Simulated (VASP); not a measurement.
Input of a VASP 6.6.1 run:

The input INCAR:

```
ALGO = Normal ; EDIFF = 1E-7
ENCUT = 520 ; GGA = PE
ISIF = 2 ; ISMEAR = 0
LASPH = T ; LCHARG = F
LREAL = F ; LWAVE = F
NBANDS = 24 ; NELM = 80
PREC = Accurate ; SIGMA = 0.1
```

Contents of KPOINTS:

```
k-points
0
Gamma
  3 3 3
```

The input POSCAR:

```
SiTe4H
1.0
    2.7673210613      1.5977135597      5.3150505232
   -2.7673210613      1.5977135597      5.3150505232
    0.0000000000     -3.1954271194      5.3150505232
Si Te H
1 4 1
Direct
    0.0000000000      0.0000000000      0.0000000000
    0.8271325117      0.8271325117      0.8271325117
    0.1728674883      0.1728674883      0.1728674883
    0.3768877590      0.3768877590      0.3768877590
    0.6231122410      0.6231122410      0.6231122410
    0.5000000000      0.5000000000      0.5000000000
```

Potentials or basis: VASP PAW PBE potentials, release 64 (Si, Te, H).

Launch:

```console
$ cat potpaw_PBE.64/Si/POTCAR potpaw_PBE.64/Te/POTCAR potpaw_PBE.64/H/POTCAR > POTCAR
$ mpirun -np 1 vasp_std > vasp.out
```

Question: What does it give for the pressure?

Answer: 0.0 GPa.

Question: What does it give for the largest force?

Answer: 0.004 eV/Å.

Question: Predict the band gap on the k mesh.

Answer: Zero (an odd number of electrons rules out a gap without spin polarisation).

Stress tensor (GPa, compression positive):
```
-0.08  0.00  0.00
 0.00 -0.08  0.00
 0.00  0.00  0.12
```

Caveat: the k points lie up to 0.46 Å⁻¹ apart, too coarse for converged energies and pressures of a metal; spin-orbit coupling is left out, which moves the levels of the heavy elements.
